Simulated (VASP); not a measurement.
## CoPtO2: single point with PBEsol

The system is CoPtO2.

```xyz
4
Lattice="1.4123 0.8154 5.9394 -1.4123 0.8154 5.9394 0.0000 -1.6307 5.9394" Properties=species:S:1:pos:R:3 pbc="T T T"
Pt    0.0000    0.0000    0.0000
Co    0.0000    0.0000    8.9091
O     0.0000    0.0000    2.0000
O     0.0000    0.0000   15.8182
```

```json
{
  "Program": "VASP 6.6.1",
  "Task": "single point",
  "Functional": "PBEsol",
  "Potentials or basis": "VASP PAW PBE potentials, release 64 (Pt, Co, O)",
  "Cutoff": "520 eV",
  "k mesh": "11 × 11 × 11",
  "Occupations": "fermi-dirac, width 0.05 eV",
  "Spin": "collinear spin, ferromagnetic start",
  "Starting moments": "[0.0, 2.0, 0.0, 0.0] μB",
  "Dipole correction": "no",
  "Further INCAR settings": "ALGO = Normal; EDIFF = 1e-07; NBANDS = 28"
}
```

The pressure is -4.6 GPa, the largest force is 0.005 eV/Å and the net moment is 0.00 μB per cell. The valence electrons inside the program's atomic spheres are Pt 9.22; Co 8.48; O 4.99.

Forces on the atoms (eV/Å):
```
Pt   0.000  0.000  0.000
Co   0.000  0.000  0.000
O    0.000  0.000 -0.005
O    0.000  0.000  0.005
```

Stress tensor (GPa, compression positive):
```
-3.99  0.00  0.00
 0.00 -3.99  0.00
 0.00  0.00 -5.75
```

Levels at points of the mesh, in eV from the Fermi level:
Spin up:
```tsv
k point	band 12	band 13	band 14	band 15	band 16	band 17	band 18	band 19	band 20	band 21
(0.00, 0.00, 0.00)	-1.93	-1.93	-1.65	-1.65	-1.51	1.81	1.81	2.69	5.37	8.87
```
Spin down:
```tsv
k point	band 14	band 15	band 16	band 17	band 18	band 19
(0.00, 0.00, 0.00)	-1.65	-1.65	-1.51	1.81	1.81	2.69
```

It took 42 min on 1 thread of Oxide Virtual Turin-like Processor, with other jobs on the host, peak memory 0.56 GiB.

Caveat: the starting moments collapsed, and a magnetic state may lie lower; the PAW data sets were made with another functional, which shifts forces and pressure a little; spin-orbit coupling is left out, which moves the levels of the heavy elements; semilocal functionals often make such compounds metallic where correlation or magnetic order opens a gap, which also shifts bond lengths. With open d or f shells a metallic result of PBEsol can be an artefact of self-interaction; +U or a hybrid may open a gap.
